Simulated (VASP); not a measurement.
# Te (P3_121) in VASP: further runs, part 3 of 4

VASP 6.6.1.

## 4. Electric field gradients, LDA (33.31 Å³/atom)

This run uses another cell than the first one, of 33.31 Å³/atom.

File INCAR:

```
SYSTEM = Te
PREC = Accurate
ENCUT = 520
EDIFF = 1E-8
ISMEAR = -1
SIGMA = 0.08
LREAL = .FALSE.
LASPH = .TRUE.
NELM = 100
ALGO = Normal
ISIF = 2
LWAVE = .FALSE.
LCHARG = .FALSE.
LEFG = .TRUE.
NBANDS = 16
```

File KPOINTS:

```
Automatic mesh
0
G
  9 9 6
  0 0 0
```

File POSCAR:

```
Te
1.0
    4.4280790977      0.0000000000      0.0000000000
   -2.2140395489      3.8348289886      0.0000000000
    0.0000000000      0.0000000000      5.8852337012
Te
3
Direct
    0.7450000000      0.0000000000      0.3333333333
    0.0000000000      0.7450000000      0.6666666667
    0.2550000000      0.2550000000      0.0000000000
```

Potentials or basis: VASP PAW LDA potentials, release 64 (Te).

Started as:

```sh
> cat potpaw_LDA.64/Te/POTCAR > POTCAR
> mpirun -np 1 vasp_std > vasp.out
```

OUTCAR:

```text
SYSTEM = Te
   PREC = Accurate
   ENCUT = 520
   EDIFF = 1E-8
   ISMEAR = -1
   LREAL = .FALSE.
   LASPH = .TRUE.
   NELM = 100
   ISIF = 2

 ion  position               nearest neighbor table
   1  0.745  0.000  0.333-   3 2.77   2 2.77   3 3.50   3 3.50   2 3.50   2 3.50
   2  0.000  0.745  0.667-   3 2.77   1 2.77   3 3.50   3 3.50   1 3.50   1 3.50
   3  0.255  0.255  0.000-   1 2.77   2 2.77   2 3.50   1 3.50   1 3.50   2 3.50

  LATTYP: Found a hexagonal cell.
 ALAT       =     4.4280790977
 C/A-ratio  =     1.3290714938

  Lattice vectors:

 A1 = (   4.4280790977,   0.0000000000,   0.0000000000)
 A2 = (  -2.2140395489,   3.8348289886,   0.0000000000)
 A3 = (   0.0000000000,   0.0000000000,   5.8852337012)

Analysis of symmetry for initial positions (statically):
=====================================================================
 Subroutine PRICEL returns:
 Original cell was already a primitive cell.

 Routine SETGRP: Setting up the symmetry group for a
 hexagonal supercell.

 Subroutine GETGRP returns: Found  6 space group operations
 (whereof  2 operations were pure point group operations)
 out of a pool of 24 trial point group operations.

The static configuration has the point symmetry C_2 .
 The point group associated with its full space group is D_3 .

Analysis of symmetry for dynamics (positions and initial velocities):
=====================================================================
 Subroutine PRICEL returns:
 Original cell was already a primitive cell.

 Routine SETGRP: Setting up the symmetry group for a
 hexagonal supercell.

 Subroutine GETGRP returns: Found  6 space group operations
 (whereof  2 operations were pure point group operations)
 out of a pool of 24 trial point group operations.

The dynamic configuration has the point symmetry C_2 .
 The point group associated with its full space group is D_3 .

 Subroutine INISYM returns: Found  6 space group operations
 (whereof  2 operations are pure point group operations),
 and found     1 'primitive' translations

----------------------------------------------------------------------------------------

                                     Primitive cell

  volume of cell :      99.9367

  direct lattice vectors                    reciprocal lattice vectors
     4.428079098  0.000000000  0.000000000     0.225831558  0.130383911  0.000000000
    -2.214039549  3.834828989  0.000000000     0.000000000  0.260767821  0.000000000
     0.000000000  0.000000000  5.885233701     0.000000000  0.000000000  0.169916787

  length of vectors
     4.428079098  4.428079098  5.885233701     0.260767821  0.260767821  0.169916787

  position of ions in fractional coordinates (direct lattice)
     0.745000000  0.000000000  0.333333333
     0.000000000  0.745000000  0.666666667
     0.255000000  0.255000000  0.000000000

  ion indices of the primitive-cell ions
   primitive index   ion index
                 1           1
                 2           2
                 3           3

----------------------------------------------------------------------------------------

[... 85 lines left out ...]
   EFERMI_NEDOS =   21; number of points for ismear=-14 and -15
   IALGO  =     38    algorithm
   IMIX   =      4    mixing-type and parameters
     AMIX     =   0.40;   BMIX     =  1.00
     AMIX_MAG =   1.60;   BMIX_MAG =  1.00
  volume/ion in A,a.u.               =      33.31       224.80
  Fermi-wavevector in a.u.,A,eV,Ry     =   0.924536  1.747120 11.629816  0.854767
  Thomas-Fermi vector in A             =   2.050293
   LORBIT       =      0    0 simple, 1 ext, 2 COOP (PROOUT), +10 PAW based schemes
   GGA     = CA    functional components
   LHFCALC =     F    Hartree Fock is set to
   AEXX    =    0.0000 exact exchange contribution
   IVDW    =     0    specifies the selected vdW correction
   LEPSILON=     F    determine dielectric tensor
   LRPA    =     F    only Hartree local field effects (RPA)
 non-spin polarized calculation
  energy-cutoff  :      520.00
  volume of cell :       99.94
 maximum number of plane-waves:      2706
 NGX is ok and might be reduce to    36
   NGX = 17   NGY = 17   NGZ = 21

 number of electron      17.9999999 magnetization

 Free energy of the ion-electron system (eV)
  ---------------------------------------------------
  ext. energy  EPLUGINS =         0.00000000
  ---------------------------------------------------
  free energy    TOTEN  =       -11.28941780 eV

  energy without entropy =      -11.28713994  energy(sigma->0) =      -11.28827887

 E-fermi :   6.1400     XC(G=0):  -9.3609

 val. band max:        6.0966347159   @ k =   0.3333   0.3333   0.5000
 cond. band min:       6.6038049949   @ k =   0.0000   0.0000   0.5000
 fundamental gap:      0.5071702790
 Fermi energy:         6.1399730918

 k-point     1 :       0.0000    0.0000    0.0000
  band No.  band energies     occupation
      1      -7.9183      2.00000
      2      -4.4282      2.00000
      3      -4.4282      2.00000
      4       2.8137      2.00000
      5       3.1096      2.00000
      6       3.1096      2.00000
[... 433 lines left out ...]
      3      -3.8252      2.00000
      4       1.2914      2.00000
      5       1.7440      2.00000
      6       2.8435      2.00000
[... 8 lines left out ...]
     15      12.4890      0.00000
     16      12.9078      0.00000

 [... further k-points ...]

------------------------ aborting loop because EDIFF is reached ----------------------------------------

  FORCE on cell =-STRESS in cart. coord.  units (eV):
  Direction    XX          YY          ZZ          XY          YZ          ZX
  --------------------------------------------------------------------------------------
  -------------------------------------------------------------------------------------
  Total        0.2960672      0.2960672      1.1175724     -0.0000000     -0.0000000     -0.0000000
  in kB        4.7465256      4.7465256     17.9168296     -0.0000000     -0.0000000     -0.0000000
  external PRESSURE =       9.1366269 kB  Pullay stress =       0.0000000 kB

 VOLUME and BASIS-vectors are now :
 -----------------------------------------------------------------------------
  energy-cutoff  :      520.00
  volume of cell :       99.94
      direct lattice vectors                 reciprocal lattice vectors
     4.428079098  0.000000000  0.000000000     0.225831558  0.130383911  0.000000000
    -2.214039549  3.834828989  0.000000000     0.000000000  0.260767821  0.000000000
     0.000000000  0.000000000  5.885233701     0.000000000  0.000000000  0.169916787

 POSITION                                       TOTAL-FORCE (eV/Angst)
 -----------------------------------------------------------------------------------
      3.29892      0.00000      1.96174        -0.667412      0.000000     -0.000000
     -1.64946      2.85695      3.92349         0.333706     -0.577996     -0.000000
      0.56458      0.97788      0.00000         0.333706      0.577996      0.000000
 -----------------------------------------------------------------------------------
    total drift:                                0.000000      0.000000     -0.000000

  FREE ENERGIE OF THE ION-ELECTRON SYSTEM (eV)
  ---------------------------------------------------
  free  energy   TOTEN  =       -11.2894177995 eV

  energy  without entropy=      -11.2871399425  energy(sigma->0) =      -11.28827887

 Electric field gradients (V/A^2)
---------------------------------------------------------------------
 ion       V_xx      V_yy      V_zz      V_xy      V_xz      V_yz
---------------------------------------------------------------------
   1     173.167  -401.311   228.144    -0.000    -0.000  -340.166
   2    -257.691    29.548   228.144  -248.756   294.593   170.083
   3    -257.691    29.548   228.144   248.756  -294.593   170.083
---------------------------------------------------------------------

 Electric field gradients after diagonalization (V/A^2)
 (convention: |V_zz| > |V_xx| > |V_yy|)
----------------------------------------------------------------------
 ion       V_xx      V_yy      V_zz     asymmetry (V_yy - V_xx)/ V_zz
----------------------------------------------------------------------
   1     376.845   173.167  -550.012       0.370
   2     376.845   173.167  -550.012       0.370
   3     376.845   173.167  -550.012       0.370
----------------------------------------------------------------------

           NMR quadrupolar parameters

 Cq : quadrupolar parameter    Cq=e*Q*V_zz/h
 eta: asymmetry parameters     (V_yy - V_xx)/ V_zz
 Q  : nuclear electric quadrupole moment in mb (millibarn)
----------------------------------------------------------------------
 ion       Cq(MHz)       eta       Q (mb)
----------------------------------------------------------------------
   1      -1.330       0.370       1.000
   2      -1.330       0.370       1.000
   3      -1.330       0.370       1.000
----------------------------------------------------------------------
```

stdout:

```text
POSCAR found type information on POSCAR Te
 POSCAR found :  1 types and       3 ions
 scaLAPACK will be used
 LDA part: xc-table for (Slater(with rela. corr.)+CA(PZ))
 , standard interpolation
 POSCAR, INCAR and KPOINTS ok, starting setup
 FFT: planning ... GRIDC
 FFT: planning ... GRID_SOFT
 FFT: planning ... GRID
 WAVECAR not read
 entering main loop
ion   1

ion   2
     0.0000585     1.0446604    -0.6087004    -0.6592096    -1.0543001     0.6031349
     0.0000806     1.0446604    -0.6087004    -0.6592096    -1.0543001     0.6031350
     0.0001110     1.0446604    -0.6087004    -0.6592096    -1.0543001     0.6031350
     0.0001528     1.0446604    -0.6087004    -0.6592096    -1.0543001     0.6031350

     0.0000585   227.5784115  -155.5129417  -180.6440220  -269.3563162   131.3924571
     0.0000806   227.5512541  -155.4943483  -180.6223704  -269.3241116   131.3767778
     0.0001110   227.5082142  -155.4648828  -180.5880556  -269.2730758   131.3519287
     0.0001528   227.4402939  -155.4183868  -180.5339029  -269.1925423   131.3127149

ion   3
     0.0000585    -1.0446604    -0.6087004    -0.6592096     1.0543001     0.6031349
     0.0000806    -1.0446604    -0.6087004    -0.6592096     1.0543001     0.6031350
     0.0001110    -1.0446604    -0.6087004    -0.6592096     1.0543001     0.6031350
     0.0001528    -1.0446604    -0.6087004    -0.6592096     1.0543001     0.6031350

     0.0000585  -227.5784116  -155.5129417  -180.6440220   269.3563162   131.3924571
     0.0000806  -227.5512541  -155.4943483  -180.6223704   269.3241116   131.3767778
     0.0001110  -227.5082143  -155.4648828  -180.5880556   269.2730758   131.3519287
     0.0001528  -227.4402939  -155.4183868  -180.5339029   269.1925424   131.3127149
```

It took 2 min on 1 thread of AMD EPYC 9R14 (Zen 4), shared host; peak memory 0.2 GiB.

What came out:

```yaml
Free_energy: -11.2894 eV
Pressure: 0.9 GPa
Largest_force: 0.667 eV/Å
Largest_electric_field_gradient_by_atom: Te -550.0 V/Å²
```

Forces on the atoms (eV/Å):
```
Te  -0.667  0.000  0.000
Te   0.334 -0.578  0.000
Te   0.334  0.578  0.000
```

Stress tensor (GPa, compression positive):
```
0.47 0.00 0.00
0.00 0.47 0.00
0.00 0.00 1.79
```

Levels at points of the mesh, in eV from the Fermi level:
```csv
k point,band 7,band 8,band 9,band 10,band 11,band 12
"(0.00, 0.00, 0.00)",-1.82,-1.82,-0.76,0.95,0.95,1.63
"(0.00, 0.00, 0.50)",-1.52,-1.26,-1.26,0.46,0.59,0.59
```

Electric field gradients, principal values (V/Å²):
```
atom    least   middle  greatest (by size)
1 Te  173.167  376.845            -550.012
2 Te  173.167  376.845            -550.012
3 Te  173.167  376.845            -550.012
```

Caveat: without QUAD_EFG the Cq values of the log hold for a quadrupole moment of 1 mb, not for the nuclei; spin-orbit coupling is left out, which moves the levels of the heavy elements.

## 5. Electric field gradients, LDA (33.31 Å³/atom)

This run uses another cell than the first one, of 33.31 Å³/atom.

File INCAR:

```
ALGO = Normal
EDIFF = 1E-8
ENCUT = 520
ISIF = 2
ISMEAR = -1
LASPH = True
LCHARG = False
LEFG = True
LREAL = False
LWAVE = False
NBANDS = 16
NELM = 80
PREC = Accurate
SIGMA = 0.08
```

File KPOINTS:

```
k-points
0
Gamma
  9 9 6
```

POSCAR is that of step 4.

Potentials or basis: VASP PAW LDA potentials, release 64 (Te).

Started as:

```sh
> cat potpaw_LDA.64/Te/POTCAR > POTCAR
> mpirun -np 1 vasp_std > vasp.out
```

OUTCAR:

```text
EDIFF = 1E-8
   ENCUT = 520
   ISIF = 2
   ISMEAR = -1
   LASPH = True
   LREAL = False
   NELM = 80
   PREC = Accurate

 ion  position               nearest neighbor table
   1  0.745  0.000  0.333-   3 2.77   2 2.77   3 3.50   3 3.50   2 3.50   2 3.50
   2  0.000  0.745  0.667-   3 2.77   1 2.77   3 3.50   3 3.50   1 3.50   1 3.50
   3  0.255  0.255  0.000-   1 2.77   2 2.77   2 3.50   1 3.50   1 3.50   2 3.50

  LATTYP: Found a hexagonal cell.
 ALAT       =     4.4280790977
 C/A-ratio  =     1.3290714938

  Lattice vectors:

 A1 = (   4.4280790977,   0.0000000000,   0.0000000000)
 A2 = (  -2.2140395489,   3.8348289886,   0.0000000000)
 A3 = (   0.0000000000,   0.0000000000,   5.8852337012)

Analysis of symmetry for initial positions (statically):
=====================================================================
 Subroutine PRICEL returns:
 Original cell was already a primitive cell.

 Routine SETGRP: Setting up the symmetry group for a
 hexagonal supercell.

 Subroutine GETGRP returns: Found  6 space group operations
 (whereof  2 operations were pure point group operations)
 out of a pool of 24 trial point group operations.

The static configuration has the point symmetry C_2 .
 The point group associated with its full space group is D_3 .

Analysis of symmetry for dynamics (positions and initial velocities):
=====================================================================
 Subroutine PRICEL returns:
 Original cell was already a primitive cell.

 Routine SETGRP: Setting up the symmetry group for a
 hexagonal supercell.

[... 605 lines left out ...]
      5       1.7440      2.00000
      6       2.8435      2.00000
[... 8 lines left out ...]
     15      12.4890      0.00000
     16      12.9078      0.00000

 [... further k-points ...]

------------------------ aborting loop because EDIFF is reached ----------------------------------------

  FORCE on cell =-STRESS in cart. coord.  units (eV):
  Direction    XX          YY          ZZ          XY          YZ          ZX
  --------------------------------------------------------------------------------------
  -------------------------------------------------------------------------------------
  Total        0.2960672      0.2960672      1.1175724     -0.0000000     -0.0000000     -0.0000000
  in kB        4.7465256      4.7465256     17.9168296     -0.0000000     -0.0000000     -0.0000000
  external PRESSURE =       9.1366269 kB  Pullay stress =       0.0000000 kB

 VOLUME and BASIS-vectors are now :
 -----------------------------------------------------------------------------
  energy-cutoff  :      520.00
  volume of cell :       99.94
      direct lattice vectors                 reciprocal lattice vectors
     4.428079098  0.000000000  0.000000000     0.225831558  0.130383911  0.000000000
    -2.214039549  3.834828989  0.000000000     0.000000000  0.260767821  0.000000000
     0.000000000  0.000000000  5.885233701     0.000000000  0.000000000  0.169916787

 POSITION                                       TOTAL-FORCE (eV/Angst)
 -----------------------------------------------------------------------------------
      3.29892      0.00000      1.96174        -0.667412      0.000000     -0.000000
     -1.64946      2.85695      3.92349         0.333706     -0.577996     -0.000000
      0.56458      0.97788      0.00000         0.333706      0.577996      0.000000
 -----------------------------------------------------------------------------------
    total drift:                                0.000000      0.000000     -0.000000

  FREE ENERGIE OF THE ION-ELECTRON SYSTEM (eV)
  ---------------------------------------------------
  free  energy   TOTEN  =       -11.2894177995 eV

  energy  without entropy=      -11.2871399425  energy(sigma->0) =      -11.28827887

 Electric field gradients (V/A^2)
---------------------------------------------------------------------
 ion       V_xx      V_yy      V_zz      V_xy      V_xz      V_yz
---------------------------------------------------------------------
   1     173.167  -401.311   228.144    -0.000    -0.000  -340.166
   2    -257.691    29.548   228.144  -248.756   294.593   170.083
   3    -257.691    29.548   228.144   248.756  -294.593   170.083
---------------------------------------------------------------------

 Electric field gradients after diagonalization (V/A^2)
 (convention: |V_zz| > |V_xx| > |V_yy|)
----------------------------------------------------------------------
 ion       V_xx      V_yy      V_zz     asymmetry (V_yy - V_xx)/ V_zz
----------------------------------------------------------------------
   1     376.845   173.167  -550.012       0.370
   2     376.845   173.167  -550.012       0.370
   3     376.845   173.167  -550.012       0.370
----------------------------------------------------------------------

           NMR quadrupolar parameters

 Cq : quadrupolar parameter    Cq=e*Q*V_zz/h
 eta: asymmetry parameters     (V_yy - V_xx)/ V_zz
 Q  : nuclear electric quadrupole moment in mb (millibarn)
----------------------------------------------------------------------
 ion       Cq(MHz)       eta       Q (mb)
----------------------------------------------------------------------
   1      -1.330       0.370       1.000
   2      -1.330       0.370       1.000
   3      -1.330       0.370       1.000
----------------------------------------------------------------------
```

It took 1.9 min on 1 thread of AMD EPYC 9R14 (Zen 4), shared host; peak memory 0.2 GiB.

Results:

* Free energy: -11.2894 eV
* Pressure: 0.9 GPa
* Largest force: 0.667 eV/Å
* Largest electric field gradient by atom: Te -550.0 V/Å²

Forces on the atoms (eV/Å):
```
Te  -0.667  0.000  0.000
Te   0.334 -0.578  0.000
Te   0.334  0.578  0.000
```

Electric field gradients, principal values (V/Å²):
```
atom    least   middle  greatest (by size)
1 Te  173.167  376.845            -550.012
2 Te  173.167  376.845            -550.012
3 Te  173.167  376.845            -550.012
```

Caveat: without QUAD_EFG the Cq values of the log hold for a quadrupole moment of 1 mb, not for the nuclei; spin-orbit coupling is left out, which moves the levels of the heavy elements.

(Part 3 of 4 ends here.)
